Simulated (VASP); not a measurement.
Here is a VASP 6.6.1 calculation.

INCAR

```
SYSTEM = WSe2
PREC = Accurate
ENCUT = 520
EDIFF = 1E-6
ISMEAR = 0
SIGMA = 0.02
LREAL = .False.
LASPH = .True.
NELM = 60
ALGO = Normal
ISIF = 2
LWAVE = .False.
LCHARG = .False.
GGA = PE
IVDW = 12
NBANDS = 35
```

KPOINTS

```
regular mesh
0
Gamma
  12 12 2
  0 0 0
```

Contents of POSCAR:

```
WSe2
1.0
    3.2298549705      0.0000000000      0.0000000000
   -1.6149274852      2.7971364550      0.0000000000
    0.0000000000      0.0000000000     12.6009309896
W Se
2 4
Direct
    0.6666666667      0.3333333333      0.2500000000
    0.3333333333      0.6666666667      0.7500000000
    0.3333333333      0.6666666667      0.3847818235
    0.6666666667      0.3333333333      0.8847818235
    0.3333333333      0.6666666667      0.1152181765
    0.6666666667      0.3333333333      0.6152181765
```

Potentials or basis: VASP PAW PBE potentials, release 64 (W_sv, Se).

The run is started by

```console
$ cat potpaw_PBE.64/W_sv/POTCAR potpaw_PBE.64/Se/POTCAR > POTCAR
$ mpirun -np 1 vasp_std > vasp.out
```

Question: Predict the pressure.

Answer: 3.7 GPa.

Question: What does it give for the band gap on the k mesh?

Answer: 0.80 eV, indirect (least direct gap 1.70 eV).

Forces in eV/Å, atoms in the order of the input:
```
W    0.000  0.000  0.000
W    0.000  0.000  0.000
Se   0.000  0.000  0.052
Se   0.000  0.000  0.052
Se   0.000  0.000 -0.052
Se   0.000  0.000 -0.052
```

Caveat: spin-orbit coupling is left out, which moves the levels of the heavy elements. A k mesh can miss the band edges.
